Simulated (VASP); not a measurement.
Crystal: Hf4N2O.

```
CELL_PARAMETERS angstrom
3.28000 0.00000 0.00000
-1.64000 2.84056 0.00000
0.00000 0.00000 11.05000
ATOMIC_POSITIONS crystal
Hf 0.66667 0.33333 0.87500
Hf 0.66667 0.33333 0.37500
Hf 0.33333 0.66667 0.12500
Hf 0.33333 0.66667 0.62500
N 0.00000 0.00000 0.75000
N 0.00000 0.00000 0.25000
O 0.00000 0.00000 0.00000
```

This cell differs from its parent crystal: with an interstitial atom.

* Program: VASP 6.6.1
* Task: relaxation of cell and atoms
* Functional: PBE
* Potentials or basis: VASP PAW PBE potentials, release 64 (Hf_pv, N, O)
* Cutoff: 600 eV
* k mesh: 6 × 6 × 2
* Occupations: gaussian, width 0.2 eV
* Spin: no spin polarisation

At the start: pressure -16.5 GPa; volume 14.71 Å³/atom.

Q: Where does the relaxation end?

A: Over 11 steps the energy falls by 106.6 meV/atom and the volume is 13.37 Å³/atom (-9.1 %); space group P-3m1 (No. 164, to 0.1 Å) before and after.

Step by step:
```csv
step,energy change (eV),largest force (eV/Å),pressure (GPa),volume (Å³)
1,0.0000,1.6756,-16.52,102.95
2,0.6663,1.8174,39.75,81.97
3,-0.6080,1.1475,0.47,93.56
4,-0.6090,1.1167,1.21,93.25
5,-0.6957,0.4910,0.79,93.50
6,-0.7011,0.6188,0.76,93.57
7,-0.7288,0.3255,-1.65,94.46
8,-0.7303,0.2427,-2.34,94.73
9,-0.7454,0.0927,-0.19,93.70
10,-0.7456,0.0952,0.10,93.57
11,-0.7463,0.0437,0.11,93.60
```

Final structure:
```
Hf N O
1.0
     3.17105    0.00000    0.00000
    -1.58553    2.74621    0.00000
     0.00000    0.00000   10.74784
Hf N O
4 2 1
Direct
  0.66667 0.33333 0.86387
  0.66667 0.33333 0.38018
  0.33333 0.66667 0.13613
  0.33333 0.66667 0.61982
  0.00000 0.00000 0.74355
  0.00000 0.00000 0.25645
  0.00000 0.00000 0.00000
```

Caveat: the k points lie up to 0.38 Å⁻¹ apart in the final cell, too coarse for converged energies and pressures of a metal; the cell differs from its parent crystal (with an interstitial atom); the relaxation stopped at a loose force limit of 0.08 eV/Å, so its end isn't a converged minimum.
